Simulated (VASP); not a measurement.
# SrTiO3 (Pm-3m) in VASP: notebook

SrTiO3 is run at these levels: PBE; tasks: single point.

Everything below comes from runs of VASP 6.6.1. Logs are shortened: lines on timing, memory, paths and dates and some standing lists are left out, and cuts for length are marked.

### 1 The cell of the first run

Symmetry: Pm-3m, No. 221, cubic system. The conventional cell has a = 3.905 Å, b = 3.905 Å, c = 3.905 Å, α = 90.00°, β = 90.00°, γ = 90.00°. Sr (site symmetry m-3m) has 12 O at 2.76 Å and 8 Ti at 3.38 Å within 3.6 Å. Ti (site symmetry m-3m) has 6 O at 1.95 Å within 2.6 Å. O (site symmetry 4/mmm) has 2 Ti at 1.95 Å within 2.6 Å.

### 2 Single point, PBE

Input file INCAR:

```
SYSTEM = SrTiO3
PREC = Accurate ; ENCUT = 600
EDIFF = 1E-6 ; ISMEAR = 0
SIGMA = 0.01 ; LREAL = .FALSE.
LASPH = .TRUE. ; NELM = 120
ALGO = Normal ; ISIF = 2
LWAVE = .FALSE. ; LCHARG = .FALSE.
GGA = PE ; NBANDS = 28
GGA_COMPAT = .FALSE.
```

Input file KPOINTS:

```
regular mesh
0
G
  2 2 2
  0 0 0
```

Input file POSCAR:

```
SrTiO3
1.0
    3.9050000000      0.0000000000      0.0000000000
    0.0000000000      3.9050000000      0.0000000000
    0.0000000000      0.0000000000      3.9050000000
Sr Ti O
1 1 3
Direct
    0.0000000000      0.0000000000      0.0000000000
    0.5000000000      0.5000000000      0.5000000000
    0.5000000000      0.5000000000      0.0000000000
    0.5000000000      0.0000000000      0.5000000000
    0.0000000000      0.5000000000      0.5000000000
```

Potentials or basis: VASP PAW PBE potentials, release 64 (Sr_sv, Ti_sv, O).

Started as:

```console
$ cat potpaw_PBE.64/Sr_sv/POTCAR potpaw_PBE.64/Ti_sv/POTCAR potpaw_PBE.64/O/POTCAR > POTCAR
$ mpirun -np 1 vasp_std > vasp.out
```

OUTCAR:

```text
SYSTEM = SrTiO3
   PREC = Accurate
   ENCUT = 600
   EDIFF = 1E-6
   ISMEAR = 0
   LREAL = .FALSE.
   LASPH = .TRUE.
   NELM = 120
   ISIF = 2
   GGA = PE

 ion  position               nearest neighbor table
   1  0.000  0.000  0.000-   3 2.76   4 2.76   5 2.76   4 2.76   5 2.76   3 2.76   5 2.76   5 2.76
                             3 2.76   4 2.76   4 2.76   3 2.76   2 3.38   2 3.38   2 3.38   2 3.38
   2  0.500  0.500  0.500-   3 1.95   4 1.95   5 1.95   3 1.95   4 1.95   5 1.95   1 3.38   1 3.38
                             1 3.38   1 3.38   1 3.38   1 3.38   1 3.38   1 3.38
   3  0.500  0.500  0.000-   2 1.95   2 1.95   1 2.76   1 2.76   1 2.76   1 2.76
   4  0.500  0.000  0.500-   2 1.95   2 1.95   1 2.76   1 2.76   1 2.76   1 2.76
   5  0.000  0.500  0.500-   2 1.95   2 1.95   1 2.76   1 2.76   1 2.76   1 2.76

  LATTYP: Found a simple cubic cell.
 ALAT       =     3.9050000000

  Lattice vectors:

 A1 = (   3.9050000000,   0.0000000000,   0.0000000000)
 A2 = (   0.0000000000,   3.9050000000,   0.0000000000)
 A3 = (   0.0000000000,   0.0000000000,   3.9050000000)

Analysis of symmetry for initial positions (statically):
=====================================================================
 Subroutine PRICEL returns:
 Original cell was already a primitive cell.

 Routine SETGRP: Setting up the symmetry group for a
 simple cubic supercell.

 Subroutine GETGRP returns: Found 48 space group operations
 (whereof 48 operations were pure point group operations)
 out of a pool of 48 trial point group operations.

The static configuration has the point symmetry O_h .

Analysis of symmetry for dynamics (positions and initial velocities):
=====================================================================
 Subroutine PRICEL returns:
 Original cell was already a primitive cell.

 Routine SETGRP: Setting up the symmetry group for a
 simple cubic supercell.

 Subroutine GETGRP returns: Found 48 space group operations
 (whereof 48 operations were pure point group operations)
 out of a pool of 48 trial point group operations.

The dynamic configuration has the point symmetry O_h .

 Subroutine INISYM returns: Found 48 space group operations
 (whereof 48 operations are pure point group operations),
 and found     1 'primitive' translations

----------------------------------------------------------------------------------------

                                     Primitive cell

  volume of cell :      59.5474
[... 75 lines left out ...]
   LREAL  =      F    real-space projection
   EDIFFG = 0.1E-04   stopping-criterion for IOM
   NSW    =      0    number of steps for IOM
   IBRION =     -1    ionic relax: 0-MD 1-quasi-New 2-CG
   NFREE  =      0    steps in history (QN), initial steepest desc. (CG)
   ISIF   =      2    stress and relaxation
   ISYM   =      2    0-nonsym 1-usesym 2-fastsym
   POTIM  = 0.5000    time-step for ionic-motion
   TEBEG  =    0.0;   TEEND  =   0.0 temperature during run
   PSTRESS=    0.0 pullay stress
   NELECT =      40.0000    total number of electrons
   NUPDOWN=      -1.0000    fix difference up-down
   EMIN   =  10.00;   EMAX   =-10.00  energy-range for DOS
   EFERMI =   0.00;   METHOD = LEGACY
   ISMEAR =     0;   SIGMA  =   0.01  broadening in eV -4-tet -1-fermi 0-gaus
   EFERMI_NEDOS =   21; number of points for ismear=-14 and -15
   IALGO  =     38    algorithm
   IMIX   =      4    mixing-type and parameters
     AMIX     =   0.40;   BMIX     =  1.00
     AMIX_MAG =   1.60;   BMIX_MAG =  1.00
  volume/ion in A,a.u.               =      11.91        80.37
  Fermi-wavevector in a.u.,A,eV,Ry     =   1.433751  2.709397 27.968714  2.055642
  Thomas-Fermi vector in A             =   2.553235
   LORBIT       =      0    0 simple, 1 ext, 2 COOP (PROOUT), +10 PAW based schemes
   GGA     = PE    functional components
   LHFCALC =     F    Hartree Fock is set to
   AEXX    =    0.0000 exact exchange contribution
   IVDW    =     0    specifies the selected vdW correction
   LEPSILON=     F    determine dielectric tensor
   LRPA    =     F    only Hartree local field effects (RPA)
 non-spin polarized calculation
 Gauss-broadening in eV      SIGMA  =   0.01
  energy-cutoff  :      600.00
  volume of cell :       59.55
 maximum number of plane-waves:      2008
 NGX is ok and might be reduce to    32
   NGX = 15   NGY = 15   NGZ = 15

 number of electron      39.9999979 magnetization

 Free energy of the ion-electron system (eV)
  ---------------------------------------------------
  ext. energy  EPLUGINS =         0.00000000
  ---------------------------------------------------
  free energy    TOTEN  =       -39.30934207 eV

  energy without entropy =      -39.30934207  energy(sigma->0) =      -39.30934207

 E-fermi :   4.4661     XC(G=0): -11.2721

 val. band max:        4.2818642009   @ k =   0.5000   0.5000   0.5000
 cond. band min:       5.7487498584   @ k =   0.0000   0.0000   0.0000
 fundamental gap:      1.4668856575
 Fermi energy:         4.4660768014

 k-point     1 :       0.0000    0.0000    0.0000
  band No.  band energies     occupation
      1     -52.7035      2.00000
      2     -28.9265      2.00000
      3     -28.9265      2.00000
      4     -28.9265      2.00000
      5     -28.5981      2.00000
      6     -13.1679      2.00000
[... 113 lines left out ...]
     27      12.3323      0.00000
     28      12.3323      0.00000

------------------------ aborting loop because EDIFF is reached ----------------------------------------

  FORCE on cell =-STRESS in cart. coord.  units (eV):
  Direction    XX          YY          ZZ          XY          YZ          ZX
  --------------------------------------------------------------------------------------
  -------------------------------------------------------------------------------------
  Total        2.6784751      2.6784751      2.6784751     -0.0000000     -0.0000000      0.0000000
  in kB       72.0667728     72.0667728     72.0667728     -0.0000000     -0.0000000      0.0000000
  external PRESSURE =      72.0667728 kB  Pullay stress =       0.0000000 kB

 VOLUME and BASIS-vectors are now :
 -----------------------------------------------------------------------------
  energy-cutoff  :      600.00
  volume of cell :       59.55
      direct lattice vectors                 reciprocal lattice vectors
     3.905000000  0.000000000  0.000000000     0.256081946  0.000000000  0.000000000
     0.000000000  3.905000000  0.000000000     0.000000000  0.256081946  0.000000000
     0.000000000  0.000000000  3.905000000     0.000000000  0.000000000  0.256081946

 POSITION                                       TOTAL-FORCE (eV/Angst)
 -----------------------------------------------------------------------------------
      0.00000      0.00000      0.00000         0.000000      0.000000      0.000000
      1.95250      1.95250      1.95250         0.000000      0.000000      0.000000
      1.95250      1.95250      0.00000         0.000000      0.000000      0.000000
      1.95250      0.00000      1.95250         0.000000      0.000000      0.000000
      0.00000      1.95250      1.95250         0.000000      0.000000      0.000000
 -----------------------------------------------------------------------------------
    total drift:                                0.000000     -0.000000     -0.000000

  FREE ENERGIE OF THE ION-ELECTRON SYSTEM (eV)
  ---------------------------------------------------
  free  energy   TOTEN  =       -39.3093420748 eV

  energy  without entropy=      -39.3093420748  energy(sigma->0) =      -39.30934207
```

stdout:

```text
POSCAR found type information on POSCAR SrTiO
 POSCAR found :  3 types and       5 ions
 scaLAPACK will be used
 LDA part: xc-table for (Slater+PW92), standard interpolation
 POSCAR, INCAR and KPOINTS ok, starting setup
 FFT: planning ... GRIDC
 FFT: planning ... GRID_SOFT
 FFT: planning ... GRID
 WAVECAR not read
 entering main loop
```

It took 25 s on 1 thread of Intel Xeon 8259CL, shared host; peak memory 0.18 GiB.

Results:

| Quantity | Value |
| --- | --- |
| Free energy | -39.3093 eV |
| Pressure | 7.2 GPa |
| Band gap on the k mesh | 1.47 eV, indirect (least direct gap 1.83 eV) |

Levels at points of the mesh, in eV from the valence-band top:
```
           k point  band 16  band 17  band 18  band 19  band 20  band 21  band 22  band 23  band 24  band 25
(0.00, 0.00, 0.00)    -1.18    -1.18    -0.36    -0.36    -0.36     1.47     1.47     1.47     3.87     3.87
(0.50, 0.00, 0.00)    -2.44    -2.44    -2.01    -0.75    -0.75     1.62     3.43     3.43     3.89     6.17
(0.50, 0.50, 0.00)    -2.94    -1.76    -1.59    -1.59    -0.10     3.42     3.42     3.85     4.90     7.81
(0.50, 0.50, 0.50)    -3.83    -3.83     0.00     0.00     0.00     4.07     4.07     4.07     6.86     6.86
```

Caveat: the k points lie up to 0.80 Å⁻¹ apart.

### 3 Single point, PBE

Input file INCAR:

```
SYSTEM = SrTiO3
PREC = Accurate ; ENCUT = 600
EDIFF = 1E-6 ; ISMEAR = 0
SIGMA = 0.01 ; LREAL = .False.
LASPH = .True. ; NELM = 120
ALGO = Normal ; ISIF = 2
LWAVE = .False. ; LCHARG = .False.
GGA = PE ; NBANDS = 28
GGA_COMPAT = .False.
```

Input file KPOINTS:

```
Automatic mesh
0
Gamma
  3 3 3
  0 0 0
```

POSCAR is that of step 2.

Potentials or basis: VASP PAW PBE potentials, release 64 (Sr_sv, Ti_sv, O).

Started as:

```console
$ cat potpaw_PBE.64/Sr_sv/POTCAR potpaw_PBE.64/Ti_sv/POTCAR potpaw_PBE.64/O/POTCAR > POTCAR
$ mpirun -np 1 vasp_std > vasp.out
```

OUTCAR:

```text
SYSTEM = SrTiO3
   PREC = Accurate
   ENCUT = 600
   EDIFF = 1E-6
   ISMEAR = 0
   LREAL = .False.
   LASPH = .True.
   NELM = 120
   ISIF = 2
   GGA = PE

 ion  position               nearest neighbor table
   1  0.000  0.000  0.000-   3 2.76   4 2.76   5 2.76   4 2.76   5 2.76   3 2.76   5 2.76   5 2.76
                             3 2.76   4 2.76   4 2.76   3 2.76   2 3.38   2 3.38   2 3.38   2 3.38
   2  0.500  0.500  0.500-   3 1.95   4 1.95   5 1.95   3 1.95   4 1.95   5 1.95   1 3.38   1 3.38
                             1 3.38   1 3.38   1 3.38   1 3.38   1 3.38   1 3.38
   3  0.500  0.500  0.000-   2 1.95   2 1.95   1 2.76   1 2.76   1 2.76   1 2.76
   4  0.500  0.000  0.500-   2 1.95   2 1.95   1 2.76   1 2.76   1 2.76   1 2.76
   5  0.000  0.500  0.500-   2 1.95   2 1.95   1 2.76   1 2.76   1 2.76   1 2.76

  LATTYP: Found a simple cubic cell.
 ALAT       =     3.9050000000

  Lattice vectors:

 A1 = (   3.9050000000,   0.0000000000,   0.0000000000)
 A2 = (   0.0000000000,   3.9050000000,   0.0000000000)
 A3 = (   0.0000000000,   0.0000000000,   3.9050000000)

Analysis of symmetry for initial positions (statically):
=====================================================================
[... 161 lines left out ...]
 cond. band min:       5.9590935591   @ k =   0.0000   0.0000   0.0000
 fundamental gap:      2.0915629926
 Fermi energy:         3.9811689763

 k-point     1 :       0.0000    0.0000    0.0000
  band No.  band energies     occupation
      1     -52.3925      2.00000
      2     -28.6334      2.00000
      3     -28.6334      2.00000
      4     -28.6334      2.00000
      5     -28.6185      2.00000
      6     -13.2454      2.00000
[... 113 lines left out ...]
     27      12.0683      0.00000
     28      12.0683      0.00000

------------------------ aborting loop because EDIFF is reached ----------------------------------------

  FORCE on cell =-STRESS in cart. coord.  units (eV):
  Direction    XX          YY          ZZ          XY          YZ          ZX
  --------------------------------------------------------------------------------------
  -------------------------------------------------------------------------------------
  Total        1.8988429      1.8988429      1.8988429     -0.0000000      0.0000000      0.0000000
  in kB       51.0900716     51.0900716     51.0900716     -0.0000000      0.0000000      0.0000000
  external PRESSURE =      51.0900716 kB  Pullay stress =       0.0000000 kB

 VOLUME and BASIS-vectors are now :
 -----------------------------------------------------------------------------
  energy-cutoff  :      600.00
  volume of cell :       59.55
      direct lattice vectors                 reciprocal lattice vectors
     3.905000000  0.000000000  0.000000000     0.256081946  0.000000000  0.000000000
     0.000000000  3.905000000  0.000000000     0.000000000  0.256081946  0.000000000
     0.000000000  0.000000000  3.905000000     0.000000000  0.000000000  0.256081946

 POSITION                                       TOTAL-FORCE (eV/Angst)
 -----------------------------------------------------------------------------------
      0.00000      0.00000      0.00000         0.000000      0.000000      0.000000
      1.95250      1.95250      1.95250         0.000000      0.000000      0.000000
      1.95250      1.95250      0.00000         0.000000      0.000000      0.000000
      1.95250      0.00000      1.95250         0.000000      0.000000      0.000000
      0.00000      1.95250      1.95250         0.000000      0.000000      0.000000
 -----------------------------------------------------------------------------------
    total drift:                                0.000000     -0.000000     -0.000000

  FREE ENERGIE OF THE ION-ELECTRON SYSTEM (eV)
  ---------------------------------------------------
  free  energy   TOTEN  =       -39.9779146143 eV

  energy  without entropy=      -39.9779146143  energy(sigma->0) =      -39.97791461
```

stdout:

```text
POSCAR found type information on POSCAR SrTiO
 POSCAR found :  3 types and       5 ions
 scaLAPACK will be used
 LDA part: xc-table for (Slater+PW92), standard interpolation
 POSCAR, INCAR and KPOINTS ok, starting setup
 FFT: planning ... GRIDC
 FFT: planning ... GRID_SOFT
 FFT: planning ... GRID
 WAVECAR not read
 entering main loop
```

Wall time 27 s (1 thread of Intel Xeon 8259CL, shared host); peak memory 0.18 GiB.

What came out:

* Free energy: -39.9779 eV
* Pressure: 5.1 GPa
* Band gap on the k mesh: 2.09 eV, indirect (least direct gap 2.13 eV)

Levels at points of the mesh, in eV from the valence-band top:
```
           k point  band 17  band 18  band 19  band 20  band 21  band 22  band 23  band 24
(0.00, 0.00, 0.00)    -0.85    -0.04    -0.04    -0.04     2.09     2.09     2.09     4.53
```

Caveat: the k points lie up to 0.54 Å⁻¹ apart. A hybrid or GW would open this gap; PBE tends to underestimate it.
